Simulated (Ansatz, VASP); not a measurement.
**LiH in VASP and in Ansatz**

```
Li H
1.0
     0.01148    2.01448    2.01448
     2.01448    0.01148    2.01448
     2.01448    2.01448    0.01148
Li H
1 1
Direct
  0.00000 0.00000 0.00000
  0.50000 0.50000 0.50000
```

Change from the starting cell: shear_111 strain +0.9%.

Alike in both runs: task single point; functional HSE06; k mesh 8 × 8 × 8; no spin polarisation.

```csv
,VASP,Ansatz
version,VASP 6.6.1,Ansatz 0.2.0
potentials or method,"VASP PAW PBE potentials, release 64 (Li_sv, H)","plane waves, PAW"
plane-wave cutoff (eV),520,420
occupations,"gaussian, width 0.01 eV",fixed
valence electrons in the cell,4,4
```

|  | VASP | Ansatz | Ansatz less VASP |
| --- | --- | --- | --- |
| gap on the k mesh at the Fermi level (eV) | 3.97 | 3.98 | +0.002 |

Ansatz's warnings: stress exchange threshold loose, stress scf threshold loose.

Noted on VASP's run: the cutoff is under 1.25 times that of the potentials, so the pressure is a little rough.
